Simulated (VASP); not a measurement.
W, 1 atom in the cell. The structure is cubic, space group Fm-3m (No. 225). The conventional cell has a = 3.990 Å, b = 3.990 Å, c = 3.990 Å, α = 90.00°, β = 90.00°, γ = 90.00°. W (site symmetry m-3m) has 12 W at 2.82 Å within 3.7 Å. This isn't the form of W at room conditions, which is bcc.

- Program: VASP 6.6.1
- Task: relaxation of cell and atoms
- Functional: PBE
- Potentials or basis: VASP PAW PBE potentials, release 64 (W_sv)
- Cutoff: 500 eV
- k mesh: 10 × 10 × 10
- Occupations: methfessel-paxton, width 0.1 eV
- Spin: no spin polarisation
- Dipole correction: no
- Further INCAR settings: ALGO = Normal; EDIFF = 1e-07; IBRION = 2; EDIFFG = -0.03; NSW = 80; ISIF = 3

Potentials or basis: VASP PAW PBE potentials, release 64 (W_sv).

The run is started by

```console
$ cat potpaw_PBE.64/W_sv/POTCAR > POTCAR
$ mpirun -np 1 vasp_std > vasp.out
```

Hardware: 1 thread of Intel(R) Xeon(R) Platinum 8259CL CPU @ 2.50GHz (Skylake/Cascade Lake), on a shared host.

Problem. Estimate the wall time of this run.

Solution. Run time: 22 s on 1 thread of Intel(R) Xeon(R) Platinum 8259CL CPU @ 2.50GHz (Skylake/Cascade Lake), on a shared host, peak memory 0.15 GiB. Counts: scf iterations 40, k points 47, ion steps 4.
